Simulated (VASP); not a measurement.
# TiN: relaxation of cell and atoms with PBEsol

Crystal: TiN.

```xyz
2
Lattice="0.0000 1.9993 1.9993 1.9993 0.0000 1.9993 1.9993 1.9993 0.0000" Properties=species:S:1:pos:R:3 pbc="T T T"
Ti    0.0000    0.0000    0.0000
N     1.9993    1.9993    1.9993
```

```
Program                : VASP 6.6.1
Task                   : relaxation of cell and atoms
Functional             : PBEsol
Potentials or basis    : VASP PAW PBE potentials, release 64 (Ti_sv, N)
Cutoff                 : 600 eV
k mesh                 : 18 × 18 × 18
Occupations            : gaussian, width 0.1 eV
Spin                   : no spin polarisation
Target pressure        : 60 GPa
Dipole correction      : no
Further INCAR settings : ALGO = Normal; EDIFF = 1e-06; IBRION = 2; EDIFFG = -0.008; NSW = 70; ISIF = 3
```

```yaml
Relaxed_volume: 8.03 Å³/atom
Relaxed_cell: a = 2.831 Å, b = 2.831 Å, c = 2.831 Å, α = 60.00°, β = 60.00°, γ = 60.00°
Space_group_after_relaxing_to_0.05_Å: Fm-3m (No. 225)
Energy_change_on_relaxing_the_enthalpy_is_what_falls: -12.9 meV/atom
Ionic_steps: 3
Pressure_after_relaxing: 60.0 GPa
```

Step by step:
| step | energy change (eV) | largest force (eV/Å) | pressure (GPa) | volume (Å³) |
| --- | --- | --- | --- | --- |
| 1 | 0.0000 | 0.0000 | 62.24 | 15.98 |
| 2 | -0.0940 | 0.0000 | 53.82 | 16.24 |
| 3 | -0.0258 | 0.0000 | 59.98 | 16.05 |

Final structure:
```
Ti N
1.0
     0.00000    2.00215    2.00215
     2.00215    0.00000    2.00215
     2.00215    2.00215    0.00000
Ti N
1 1
Cartesian
  0.0000 0.0000 0.0000
  2.0021 2.0021 2.0021
```

Levels at points of the mesh, in eV from the Fermi level:
| k point | band 7 | band 8 | band 9 | band 10 | band 11 | band 12 |
| --- | --- | --- | --- | --- | --- | --- |
| (0.00, 0.00, 0.00) | -2.22 | -2.22 | -0.81 | -0.81 | -0.81 | 0.75 |
| (0.50, 0.00, 0.00) | -6.46 | -6.46 | 2.24 | 2.24 | 3.13 | 6.89 |
| (0.50, 0.50, 0.00) | -3.95 | -3.41 | -3.41 | 2.14 | 3.17 | 3.17 |

It took 43 s on 1 thread of Intel(R) Xeon(R) 6975P-C (Granite Rapids), on a shared host, peak memory 0.18 GiB.

Caveat: the cell is relaxed towards a set pressure, so the enthalpy falls and the energy may rise; the PAW data sets were made with another functional, which shifts forces and pressure a little.
